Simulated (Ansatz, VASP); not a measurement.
**One calculation of C, two programs**

```
CELL_PARAMETERS angstrom
1.22803 0.70900 3.34701
-1.22803 0.70900 3.34701
0.00000 -1.41800 3.34701
ATOMIC_POSITIONS crystal
C 0.08257 0.24543 0.16400
C 0.83600 0.83600 0.83600
```

Alike in both runs: task single point; functional r2SCAN; k mesh 12 × 12 × 12; occupations gaussian, width 0.05 eV; no spin polarisation.

|  | VASP | Ansatz |
| --- | --- | --- |
| version | VASP 6.6.1 | Ansatz 0.2.0 |
| potentials or method | VASP PAW PBE potentials, release 64 (C), cutoff 520 eV | scalar-relativistic, plane waves, PAW |
| valence electrons in the cell | 8 | 8 |

Ansatz gave:

```
gap on the k mesh at the Fermi level (eV)                     : none
pressure (GPa)                                                : 18.8
traceless stress, the component that is largest in VASP (GPa) : -24.75
rms of the force components (eV/Å)                            : 6.381
```

Task: Which values does VASP return?

Result: gap on the k mesh at the Fermi level (eV): none; pressure (GPa): 19.3; traceless stress, the component that is largest in VASP (GPa): -25.42; rms of the force components (eV/Å): 6.423.

VASP's potentials were made for PBE, not for r2SCAN. Atom by atom the forces differ by 0.048 eV/Å (rms over components). A gap of «none» marks a metal or a gap that the smearing closes. With one functional, cell and mesh, what is left measures potentials, basis and numerics.
